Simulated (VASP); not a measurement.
Runs of VASP 6.6.1 on Zr. The structure is that of space group P6_3/mmc (No. 194), or close to it. The cells are those of the table. 

```tsv
cell	further INCAR settings	gap on the mesh (eV)	pressure (GPa)
a = 3.276, b = 3.276, c = 5.009 Å, angles 90.0, 90.0, 120.0°, 2 atoms	ALGO = Fast; EDIFF = 1e-07; NBANDS = 19	none	(b)
a = 3.131, b = 3.131, c = 5.485 Å, angles 90.0, 90.0, 120.0°, 2 atoms	ALGO = Fast; EDIFF = 1e-07; NBANDS = 19	none	(a)
a = 3.323, b = 3.323, c = 4.869 Å, angles 90.0, 90.0, 120.0°, 2 atoms	ALGO = Fast; EDIFF = 1e-07; NBANDS = 19	none	-2.7
a = 3.180, b = 3.180, c = 5.317 Å, angles 90.0, 90.0, 120.0°, 2 atoms	ALGO = Fast; EDIFF = 1e-06; NBANDS = 19	none	-3.5
a = 3.041, b = 3.041, c = 5.812 Å, angles 90.0, 90.0, 120.0°, 2 atoms	ALGO = Fast; EDIFF = 1e-07; NBANDS = 19	none	-3.8
```

Alike in all rows: task single point; level PBEsol; potentials or basis VASP PAW PBE potentials, release 64 (Zr_sv); no spin polarisation; k mesh 18 × 18 × 10; cutoff (eV) 520; smearing gaussian 0.15 eV.

Q: Estimate the missing entries.

A: (a) -3.7; (b) -3.0.

Caveats: the PAW data sets were made with another functional, which shifts forces and pressure a little.

A k mesh can miss the band edges, and the runs leave out spin-orbit coupling on Zr.

A gap of «none» marks levels without a gap at the run's occupations.
